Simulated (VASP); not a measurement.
Input of a VASP 6.6.1 run:

INCAR

```
SYSTEM = NbSb
PREC = Accurate ; ENCUT = 520
EDIFF = 1E-6 ; ISMEAR = 0
SIGMA = 0.1 ; LREAL = .FALSE.
LASPH = .TRUE. ; NELM = 150
ALGO = Normal ; ISIF = 2
LWAVE = .FALSE. ; LCHARG = .FALSE.
ISPIN = 2 ; MAGMOM = 1 1 0 0
LORBIT = 11 ; LMAXMIX = 4
GGA = PE ; NBANDS = 30
```

Contents of KPOINTS:

```
regular mesh
0
G
  6 6 4
  0 0 0
```

The input POSCAR:

```
NbSb
1.0
    3.5977409069      0.0000000000      0.0000000000
    0.0000000000      3.5977409069      0.0000000000
    0.0000000000      0.0000000000      6.4808059496
Nb Sb
2 2
Direct
    0.5000000000      0.0000000000      0.8681977932
    0.0000000000      0.5000000000      0.1318022068
    0.5000000000      0.0000000000      0.3294276771
    0.0000000000      0.5000000000      0.6705723229
```

Potentials or basis: VASP PAW PBE potentials, release 64 (Nb_sv, Sb).

Command:

```bash
$ cat potpaw_PBE.64/Nb_sv/POTCAR potpaw_PBE.64/Sb/POTCAR > POTCAR
$ mpirun -np 1 vasp_std > vasp.out
```

Predict the pressure.

-0.2 GPa.

Estimate the largest force.

0.028 eV/Å.

Forces in eV/Å, atoms in the order of the input:
```
Nb   0.000  0.000  0.028
Nb   0.000  0.000 -0.028
Sb   0.000  0.000 -0.012
Sb   0.000  0.000  0.012
```
